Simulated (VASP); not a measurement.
# W in VASP: relaxation of cell and atoms with PBE

Aim: the relaxation of cell and atoms of W with PBE.

Everything below comes from runs of VASP 6.6.1. Logs are shortened: lines on timing, memory, paths and dates and some standing lists are left out, and cuts for length are marked.

## Step 1: The cell of the first run

The cell holds a disordered packing, 10 atoms: a = 4.987 Å, b = 5.011 Å, c = 7.171 Å, α = 106.69°, β = 90.01°, γ = 90.00°.

## Step 2: Relaxation of cell and atoms, PBE

The input, INCAR:

```
SYSTEM = W
ALGO     = Fast           ! electronic algorithm
EDIFF    = 1E-6           ! SCF threshold, eV
EDIFFG   = -0.04          ! ionic threshold
ENCUT    = 600            ! plane-wave cutoff, eV
GGA      = PE             ! functional
IBRION   = 2              ! ionic algorithm
ISIF     = 3              ! what is computed and relaxed
ISMEAR   = 0              ! smearing method
ISYM     = 0            
LASPH    = .TRUE.         ! aspherical terms in the spheres
LCHARG   = .FALSE.        ! write CHGCAR
LREAL    = .FALSE.        ! projectors in reciprocal space
LWAVE    = .FALSE.        ! write WAVECAR
NELM     = 100            ! most SCF steps
NSW      = 45             ! ionic steps
PREC     = Accurate       ! precision mode
SIGMA    = 0.1            ! smearing width, eV
```

The input, KPOINTS:

```
k-points
0
G
  4 4 3
  0 0 0
```

The input, POSCAR:

```
W
1.0
    4.9872227356      0.0088599049     -0.0107740957
   -0.0103813698      4.9311958605     -0.8889683917
    0.0156052613     -0.8083119572      7.1249382197
W
10
Direct
    0.7220355281      0.1301188529      0.5211754994
    0.7221583781      0.3144032087      0.9045960148
    0.2219433315      0.3542757291      0.3984169361
    0.2222618350      0.0902471810      0.0273590305
    0.4786880263      0.7221508123      0.7128866138
    0.2220798743      0.8574183026      0.3966535562
    0.7221879195      0.9180983110      0.1209459719
    0.7219985673      0.5264267969      0.3048230336
    0.9654973198      0.7223669763      0.7128831933
    0.2221082123      0.5870998006      0.0291133805
```

Potentials or basis: VASP PAW PBE potentials, release 64 (W_sv).

Started as:

```
$ cat potpaw_PBE.64/W_sv/POTCAR > POTCAR
$ mpirun -np 1 vasp_std > vasp.out
```

OUTCAR:

```text
SYSTEM = W
   EDIFF = 1E-6
   EDIFFG = -0.04
   ENCUT = 600
   GGA = PE
   IBRION = 2
   ISIF = 3
   ISMEAR = 0
   ISYM = 0
   LASPH = .TRUE.
   LREAL = .FALSE.
   NELM = 100
   NSW = 45
   PREC = Accurate

 ion  position               nearest neighbor table
   1  0.722  0.130  0.521-   2 2.64   7 2.76   8 2.85   6 2.86   6 2.86   3 2.97   3 2.97   8 2.98
                             9 3.03   5 3.03   5 3.13   9 3.13
   2  0.722  0.314  0.905-   1 2.64   8 2.76   7 2.85  10 2.86  10 2.86   4 2.97   4 2.97   7 2.98
                             5 3.03   9 3.03   9 3.13   5 3.13
   3  0.222  0.354  0.398-   6 2.49   6 2.52   4 2.61   5 2.78   9 2.78   8 2.78   8 2.78   1 2.97
                             1 2.97  10 3.19
   4  0.222  0.090  0.027-  10 2.49  10 2.52   3 2.61   5 2.78   9 2.78   7 2.78   7 2.78   2 2.97
                             2 2.97   6 3.19
   5  0.479  0.722  0.713-   9 2.43   9 2.56   3 2.78   4 2.78  10 2.85   6 2.85   2 3.03   1 3.03
                             8 3.06   7 3.06   1 3.13   2 3.13
   6  0.222  0.857  0.397-   3 2.49   3 2.52  10 2.59   9 2.85   5 2.85   1 2.86   1 2.86   8 2.96
                             8 2.96   4 3.19   7 3.25   7 3.25
   7  0.722  0.918  0.121-   8 2.66   1 2.76   4 2.78   4 2.78   2 2.85   8 2.95  10 2.96  10 2.96
                             2 2.98   9 3.06   5 3.06   6 3.25   6 3.25
   8  0.722  0.526  0.305-   7 2.66   2 2.76   3 2.78   3 2.78   1 2.85   7 2.95   6 2.96   6 2.96
                             1 2.98   5 3.06   9 3.06  10 3.25  10 3.25
   9  0.965  0.722  0.713-   5 2.43   5 2.56   3 2.78   4 2.78   6 2.85  10 2.85   1 3.03   2 3.03
                             7 3.06   8 3.06   2 3.13   1 3.13
  10  0.222  0.587  0.029-   4 2.49   4 2.52   6 2.59   5 2.85   9 2.85   2 2.86   2 2.86   7 2.96
                             7 2.96   3 3.19   8 3.25   8 3.25

IMPORTANT INFORMATION: All symmetrisations will be switched off!
NOSYMM: (Re-)initialisation of all symmetry stuff for point group C_1.

----------------------------------------------------------------------------------------

                                     Primitive cell

  volume of cell :     171.6410

  direct lattice vectors                    reciprocal lattice vectors
     4.987222736  0.008859905 -0.010774096     0.200510915  0.000350115 -0.000399445
    -0.010381370  4.931195860 -0.888968392    -0.000317042  0.207024042  0.023487215
     0.015605261 -0.808311957  7.124938220     0.000263649  0.025830624  0.143281957

  length of vectors
     4.987242243  5.010695080  7.170659410     0.200511619  0.208352355  0.145591929

  position of ions in fractional coordinates (direct lattice)
     0.722035528  0.130118853  0.521175499
     0.722158378  0.314403209  0.904596015
     0.221943332  0.354275729  0.398416936
     0.222261835  0.090247181  0.027359031
     0.478688026  0.722150812  0.712886614
     0.222079874  0.857418303  0.396653556
[... 135 lines left out ...]
  ext. energy  EPLUGINS =         0.00000000
  ---------------------------------------------------
  free energy    TOTEN  =      -124.02292998 eV

  energy without entropy =     -123.99094213  energy(sigma->0) =     -124.00693605

------------------------ aborting loop because EDIFF is reached ----------------------------------------

  FORCE on cell =-STRESS in cart. coord.  units (eV):
  Direction    XX          YY          ZZ          XY          YZ          ZX
  --------------------------------------------------------------------------------------
  -------------------------------------------------------------------------------------
  Total       -1.1162539      9.2929542     -1.4298394     -0.0287288     -0.6723742      0.0051164
  in kB      -10.4196330     86.7447579    -13.3467866     -0.2681679     -6.2762539      0.0477590
  external PRESSURE =      20.9927794 kB  Pullay stress =       0.0000000 kB
[... 113 lines left out ...]
  FREE ENERGIE OF THE ION-ELECTRON SYSTEM (eV)
  ---------------------------------------------------
  free  energy   TOTEN  =      -124.1479645343 eV

  energy  without entropy=     -124.1182071707  energy(sigma->0) =     -124.13308585

 E-fermi :  10.0494     XC(G=0): -13.1562

 val. band max:       10.0473502501   @ k =   0.5000  -0.2500   0.3333
 cond. band min:      10.0525114532   @ k =   0.5000  -0.2500   0.3333
 fundamental gap:      0.0051612031
 Fermi energy:        10.0493976670

 k-point     1 :       0.0000    0.0000    0.0000
  band No.  band energies     occupation
      1     -63.9563      2.00000
      2     -63.9066      2.00000
      3     -63.7220      2.00000
      4     -63.6682      2.00000
      5     -63.6280      2.00000
      6     -63.5600      2.00000
[... 2029 lines left out ...]
     81      12.7095      0.00000
     82      13.0125      0.00000

 [... further k-points ...]

 [bands above 82 left out]

[... ionic steps 4 to 9 ...]

--------------------------------------- Ionic step       10  -------------------------------------------

 number of electron     140.0000004 magnetization

------------------------ aborting loop because EDIFF is reached ----------------------------------------
[... 83 lines left out ...]
--------------------------------------- Ionic step       12  -------------------------------------------

 number of electron     140.0000004 magnetization

 Free energy of the ion-electron system (eV)
  ---------------------------------------------------
  ext. energy  EPLUGINS =         0.00000000
  ---------------------------------------------------
  free energy    TOTEN  =      -124.18861859 eV

  energy without entropy =     -124.15938363  energy(sigma->0) =     -124.17400111

 E-fermi :   9.8041     XC(G=0): -13.0562

 val. band max:        9.7980816513   @ k =   0.5000  -0.2500   0.3333
 cond. band min:       9.8387746296   @ k =   0.5000   0.2500   0.3333
 fundamental gap:      0.0406929783
 Fermi energy:         9.8040518809

 k-point     1 :       0.0000    0.0000    0.0000
  band No.  band energies     occupation
      1     -64.2210      2.00000
      2     -64.1712      2.00000
      3     -64.0017      2.00000
      4     -63.9579      2.00000
      5     -63.8993      2.00000
      6     -63.8236      2.00000
[... 2029 lines left out ...]
     81      12.4097      0.00000
     82      12.6674      0.00000

 [... further k-points ...]

 [bands above 82 left out]

------------------------ aborting loop because EDIFF is reached ----------------------------------------

  FORCE on cell =-STRESS in cart. coord.  units (eV):
  Direction    XX          YY          ZZ          XY          YZ          ZX
  --------------------------------------------------------------------------------------
  -------------------------------------------------------------------------------------
  Total        0.1270560      0.0397702     -0.0068764     -0.0000608     -0.0398320     -0.0005803
  in kB        1.1776990      0.3686349     -0.0637381     -0.0005638     -0.3692083     -0.0053788
  external PRESSURE =       0.4941986 kB  Pullay stress =       0.0000000 kB
[... 25 lines left out ...]
  FREE ENERGIE OF THE ION-ELECTRON SYSTEM (eV)
  ---------------------------------------------------
  free  energy   TOTEN  =      -124.1886185944 eV

  energy  without entropy=     -124.1593836346  energy(sigma->0) =     -124.17400111

 reached required accuracy - stopping structural energy minimisation
```

OSZICAR:

```text
N       E                     dE             d eps       ncg     rms          rms(c)
DAV:   1     0.220058229997E+04    0.22006E+04   -0.86881E+04  4368   0.216E+03
DAV:   2     0.393937166277E+02   -0.21612E+04   -0.21133E+04  4368   0.691E+02
DAV:   3    -0.120903654970E+03   -0.16030E+03   -0.15002E+03  4960   0.169E+02
[... 131 lines left out ...]
RMM:   2    -0.124188286624E+03   -0.19411E-02   -0.24385E-02  5133   0.749E-01    0.735E-02
RMM:   3    -0.124188564261E+03   -0.27764E-03   -0.29212E-03  4814   0.236E-01    0.345E-02
RMM:   4    -0.124188616264E+03   -0.52003E-04   -0.64793E-04  5631   0.897E-02    0.312E-02
RMM:   5    -0.124188618951E+03   -0.26874E-05   -0.94225E-05  5277   0.383E-02    0.194E-02
RMM:   6    -0.124188618444E+03    0.50739E-06   -0.26765E-05  4818   0.227E-02    0.471E-03
RMM:   7    -0.124188618594E+03   -0.15042E-06   -0.79798E-06  4667   0.111E-02
  12 F= -.12418862E+03 E0= -.12417400E+03  d E =-.596392E-03
```

Wall time 1.9 h (1 thread of Oxide Virtual Turin-like, shared host); peak memory 0.48 GiB.

What came out:

```yaml
Free_energy: -124.1886 eV
Relaxed_volume: 17.29 Å³/atom
Relaxed_cell: a = 4.957 Å, b = 5.140 Å, c = 7.061 Å, α = 106.11°, β = 90.01°, γ = 90.01°
Space_group_after_relaxing_to_0.1_Å: P2/m (No. 10)
Energy_gained_by_relaxing: 16.6 meV/atom
Ionic_steps: 12
Pressure_after_relaxing: 0.0 GPa
Largest_force_after_relaxing: 0.038 eV/Å
Band_gap_on_the_k_mesh: zero (bands 70 and 71 overlap by 0.40 eV)
```

Forces on the atoms (eV/Å):
```
W    0.000  0.000  0.009
W    0.000  0.000 -0.009
W    0.000  0.022 -0.030
W    0.000 -0.022  0.030
W   -0.010  0.000  0.000
W    0.000  0.020  0.007
W    0.000 -0.011 -0.004
W    0.000  0.011  0.004
W    0.010  0.000  0.000
W    0.000 -0.020 -0.007
```

Step by step:
| step | energy change (eV) | largest force (eV/Å) | pressure (GPa) | volume (Å³) |
| --- | --- | --- | --- | --- |
| 1 | 0.0000 | 0.3847 | 2.10 | 171.64 |
| 2 | -0.0364 | 0.4016 | -6.15 | 177.14 |
| 3 | -0.1250 | 0.2583 | -2.66 | 174.61 |
| 4 | -0.0818 | 0.3096 | 5.15 | 169.75 |
| 5 | -0.1538 | 0.2114 | 0.21 | 172.71 |
| 6 | -0.1623 | 0.1835 | 0.14 | 172.77 |
| 7 | -0.1624 | 0.1953 | 0.13 | 172.77 |
| 8 | -0.1646 | 0.0835 | -0.31 | 173.08 |
| 9 | -0.1646 | 0.0744 | -0.30 | 173.06 |
| 10 | -0.1648 | 0.0932 | 0.52 | 172.56 |
| 11 | -0.1651 | 0.0828 | 0.15 | 172.79 |
| 12 | -0.1657 | 0.0376 | 0.05 | 172.85 |

Final structure:
```
CELL_PARAMETERS angstrom
4.95747 0.00837 -0.01064
-0.01101 5.06816 -0.85533
0.01554 -0.80358 7.01513
ATOMIC_POSITIONS crystal
W 0.72208 0.13389 0.51917
W 0.72212 0.31063 0.90660
W 0.22196 0.35205 0.39805
W 0.22223 0.09247 0.02772
W 0.47670 0.72218 0.71290
W 0.22208 0.86050 0.39404
W 0.72219 0.91678 0.11955
W 0.72200 0.52774 0.30622
W 0.96749 0.72234 0.71287
W 0.22211 0.58402 0.03173
```

Levels at points of the mesh, in eV from the Fermi level:
```tsv
k point	band 68	band 69	band 70	band 71	band 72	band 73
(0.00, 0.00, 0.00)	-0.94	-0.83	-0.02	0.22	0.42	0.68
(0.50, 0.00, 0.00)	-0.65	-0.59	0.22	0.44	0.82	1.16
(0.00, 0.50, 0.00)	-0.70	-0.42	-0.38	0.20	0.42	0.62
(0.50, 0.50, 0.00)	-0.64	-0.58	-0.17	-0.07	0.14	0.60
```

Caveat: spin-orbit coupling is left out, which moves the levels of the heavy elements.

The gap in the log of VASP goes by the Fermi energy; the results here count the filled bands.